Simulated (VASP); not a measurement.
Input of a VASP 6.6.1 run:

INCAR

```
SYSTEM = PbS
  PREC = Accurate
  ENCUT = 520
  EDIFF = 1E-6
  ISMEAR = -1
  SIGMA = 0.02
  LREAL = .False.
  LASPH = .True.
  NELM = 80
  ALGO = Normal
  ISIF = 2
  LWAVE = .False.
  LCHARG = .True.
  GGA = PS
  LELF = .True.
  LVHAR = .True.
  NBANDS = 28
```

The input KPOINTS:

```
Automatic mesh
0
Gamma
  6 6 4
  0 0 0
```

POSCAR

```
PbS
1.0
    2.0220716826     -3.5053798078      0.0000000000
    2.0220716826      3.5053798078      0.0000000000
    0.0000000000      0.0000000000      7.4317853248
Pb S
2 2
Direct
    0.0010316600      0.9989683400      0.4867318100
    0.9989683400      0.0010316600      0.9867318100
    0.6671454800      0.3328545200      0.6924681900
    0.3328545200      0.6671454800      0.1924681900
```

Potentials or basis: VASP PAW PBE potentials, release 64 (Pb_d, S).

Run with:

```sh
$ cat potpaw_PBE.64/Pb_d/POTCAR potpaw_PBE.64/S/POTCAR > POTCAR
$ mpirun -np 1 vasp_std > vasp.out
```

Question: Estimate the pressure.

Answer: 1.0 GPa.

Question: What does it give for the largest force?

Answer: 0.190 eV/Å.

Question: Estimate the band gap on the k mesh.

Answer: 0.26 eV, indirect (least direct gap 1.18 eV).

Stress tensor (GPa, compression positive):
```
0.93 0.00 0.00
0.00 0.90 0.00
0.00 0.00 1.06
```

Caveat: the PAW data sets were made with another functional, which shifts forces and pressure a little; spin-orbit coupling is left out, which moves the levels of the heavy elements. A k mesh can miss the band edges.
